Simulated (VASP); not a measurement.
Wanted: the native input for a VASP 6.6.1 run.

* Task: single point
* Functional: PBE
* Potentials or basis: VASP PAW PBE potentials, release 64 (In_d, As)
* Cutoff: 500 eV
* k mesh: 6 × 6 × 6
* Occupations: gaussian, width 0.2 eV
* Spin: no spin polarisation
* Dipole correction: no
* Further INCAR settings: ALGO = Normal; EDIFF = 1e-06; NBANDS = 16

The structure of InAs lies in POSCAR:

```
InAs
1.0
    0.0000000000      3.1078852736      3.1078852736
    3.1078852736      0.0000000000      3.1078852736
    3.1078852736      3.1078852736      0.0000000000
In As
1 1
Direct
    0.2500000000      0.2500000000      0.2500000000
    0.0000000000      0.0000000000      0.0000000000
```

These files were run (other wordings do the same):

INCAR

```
SYSTEM = InAs
PREC = Accurate
ENCUT = 500
EDIFF = 1E-6
ISMEAR = 0
SIGMA = 0.2
LREAL = .False.
LASPH = .True.
NELM = 120
ALGO = Normal
ISIF = 2
LWAVE = .False.
LCHARG = .False.
GGA = PE
NBANDS = 16
GGA_COMPAT = .False.
```

KPOINTS

```
Automatic mesh
0
Gamma
  6 6 6
  0 0 0
```

Potentials or basis: VASP PAW PBE potentials, release 64 (In_d, As).

Command:

```bash
$ cat potpaw_PBE.64/In_d/POTCAR potpaw_PBE.64/As/POTCAR > POTCAR
$ mpirun -np 1 vasp_std > vasp.out
```

It gave:

```yaml
Pressure: -0.6 GPa
Band_gap_on_the_k_mesh: zero (filled and empty bands touch)
```

Caveat: spin-orbit coupling is left out, which moves the levels of the heavy elements.

Run time: 8.4 s on 1 thread of Intel(R) Xeon(R) 6975P-C (Granite Rapids) (shared host), peak memory 0.18 GiB.
